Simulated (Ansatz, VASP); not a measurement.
**Two plane-wave programs on ZnCu**

The input POSCAR:

```
ZnCu
1.0
    2.8614412177      0.0000000000      0.0000000000
    0.0000000000      2.8614412177      0.0000000000
    0.0000000000      0.0000000000      2.8614412177
Zn Cu
1 1
Direct
    0.5000000000      0.5000000000      0.5000000000
    0.0000000000      0.0000000000      0.0000000000
```

File INCAR.step1:

```
SYSTEM = ZnCu
  ALGO = Normal
  EDIFF = 1E-4
  ENCUT = 520
  GGA = PE
  ISMEAR = -1
  LASPH = .TRUE.
  LCHARG = .FALSE.
  LREAL = .FALSE.
  LWAVE = .TRUE.
  NBANDS = 18
  NELM = 80
  PREC = Accurate
  SIGMA = 0.05
```

The input INCAR.step2:

```
SYSTEM = ZnCu
  ALGO = Normal
  EDIFF = 1E-8
  ENCUT = 520
  ISIF = 2
  ISMEAR = -1
  ISTART = 1
  LASPH = .TRUE.
  LCHARG = .FALSE.
  LEFG = .TRUE.
  LMIXTAU = .TRUE.
  LREAL = .FALSE.
  LWAVE = .FALSE.
  METAGGA = R2SCAN
  NBANDS = 18
  NELM = 80
  PREC = Accurate
  SIGMA = 0.05
```

KPOINTS

```
k-points
0
G
  12 12 12
  0 0 0
```

Input for Ansatz:

```yaml
crystal:
  lattice:
    - [2.8614412177, 0.0, 0.0]
    - [0.0, 2.8614412177, 0.0]
    - [0.0, 0.0, 2.8614412177]
  atoms:
    - { symbol: Zn, position: [0.5, 0.5, 0.5] }
    - { symbol: Cu, position: [0.0, 0.0, 0.0] }
kpoints:
  mp_grid: { grid: [12, 12, 12] }
scf:
  occupations: { method: fermi_dirac, width: 0.05 }
hamiltonian:
  xc: r2scan
  pseudopotentials: { kind: paw }
output:
  forces: true
  stress: true
  eigenvalues: true
  efg: { contact_densities: true }
```

Change from the starting cell: volume scaled by 0.9405, PAW files.

Alike in both runs: task electric field gradients; functional r2SCAN; k mesh 12 × 12 × 12; occupations fermi-dirac, width 0.05 eV; no spin polarisation.

|  | VASP | Ansatz |
| --- | --- | --- |
| version | VASP 6.6.1 | Ansatz 0.2.0 |
| potentials or method | VASP PAW PBE potentials, release 64 (Zn, Cu) | PAW with Ansatz's default frozen-core files, scalar-relativistic |
| plane-wave cutoff (eV) | 520 | 500 |
| valence electrons in the cell | 23 | 31 |

Ansatz gave:

```
pressure (GPa) : 9.5
```

Problem. Which values does VASP return?

Solution. Pressure (GPa): 10.3.

VASP's potentials were made for PBE, not for r2SCAN. VASP's potentials hold 23 valence electrons a cell and Ansatz's 31, so a difference there can come from the potentials and not from the codes.
